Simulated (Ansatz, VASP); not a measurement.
## One calculation of Sb2Au, two programs

Contents of INCAR:

```
  ALGO = Normal
  EDIFF = 1E-6
  ENCUT = 520
  ISIF = 2
  ISMEAR = -1
  LASPH = T
  LCHARG = F
  LREAL = F
  LWAVE = F
  NBANDS = 18
  NELM = 80
  PREC = Accurate
  SIGMA = 0.08
```

File KPOINTS:

```
k-points
0
Gamma
  9 9 9
```

File POSCAR:

```
Sb2Au
1.0
    0.0000000000      3.2600625698      3.2600625698
    3.2600625698      0.0000000000      3.2600625698
    3.2600625698      3.2600625698      0.0000000000
Sb Au
2 1
Direct
    0.2500000000      0.2500000000      0.2500000000
    0.7500000000      0.7500000000      0.7500000000
    0.0000000000      0.0000000000      0.0000000000
```

Input for Ansatz:

```yaml
crystal:
  lattice:
    - [0.0, 3.2600625698, 3.2600625698]
    - [3.2600625698, 0.0, 3.2600625698]
    - [3.2600625698, 3.2600625698, 0.0]
  atoms:
    - { symbol: Sb, position: [0.25, 0.25, 0.25] }
    - { symbol: Sb, position: [0.75, 0.75, 0.75] }
    - { symbol: Au, position: [0.0, 0.0, 0.0] }
kpoints:
  mp_grid: { grid: [9, 9, 9] }
  band_path:
    path:
      - [0.0, 0.0, 0.0]
      - [0.5, 0.0, 0.5]
      - [0.625, 0.25, 0.625]
      - [0.375, 0.375, 0.75]
      - [0.0, 0.0, 0.0]
      - [0.5, 0.5, 0.5]
      - [0.5, 0.25, 0.75]
      - [0.5, 0.0, 0.5]
    npoints: 5
scf:
  occupations: { method: fermi_dirac, width: 0.08 }
hamiltonian:
  xc: lda
  pseudopotentials: { kind: all_electron, lapw: { basis_error: 0.001 } }
output:
  forces: true
  stress: true
  eigenvalues: true
```

Change from the starting cell: volume scaled by 0.94.

Alike in both runs: task single point; functional LDA; k mesh 9 × 9 × 9; occupations fermi-dirac, width 0.08 eV; no spin polarisation.

|  | VASP | Ansatz |
| --- | --- | --- |
| version | VASP 6.6.1 | Ansatz 0.2.0 |
| potentials or method | VASP PAW LDA potentials, release 64 (Sb, Au), cutoff 520 eV | all-electron LAPW, scalar-relativistic |

VASP gave:

- pressure (GPa): 10.6

Task: Estimate Ansatz's values.

Result: Pressure (GPa): 10.3.

LDA's correlation is that of Perdew and Zunger in VASP and of Perdew and Wang (1992) in Ansatz. Ansatz ran all-electron here, and VASP with PAW potentials.

Neither program's run includes spin-orbit coupling.
